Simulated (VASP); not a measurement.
Runs of VASP 6.6.1 on CaMg3S4. The structure is that of space group I4/mmm (No. 139), or close to it. The cells are those of the table. 

| cell | gap on the mesh (eV) | pressure (GPa) | largest force (eV/Å) |
| --- | --- | --- | --- |
| a = 6.579 Å, angles 131.3, 131.3, 71.4°, 8 atoms | 3.01 | -2.2 | 0.05 |
| a = 6.449 Å, angles 131.3, 131.3, 71.4°, 8 atoms | (b) | 2.2 | 0.03 |
| a = 6.643 Å, angles 131.3, 131.3, 71.4°, 8 atoms | 2.95 | (c) | 0.06 |
| a = 6.515 Å, angles 131.3, 131.3, 71.4°, 8 atoms | (a) | -0.2 | 0.04 |

Alike in all rows: task single point; level r2SCAN; potentials or basis VASP PAW PBE potentials, release 64 (Mg, S, Ca_sv); no spin polarisation; k mesh 6 × 6 × 6; cutoff (eV) 520; smearing gaussian 0.01 eV.

**Question.** Fill in the values left out.

**Answer.** (a) 3.07; (b) 3.13; (c) -4.0.

Caveats: the PAW data sets were made with another functional, which shifts forces and pressure a little; the cell stands under tension (at least some runs).

A k mesh can miss the band edges.
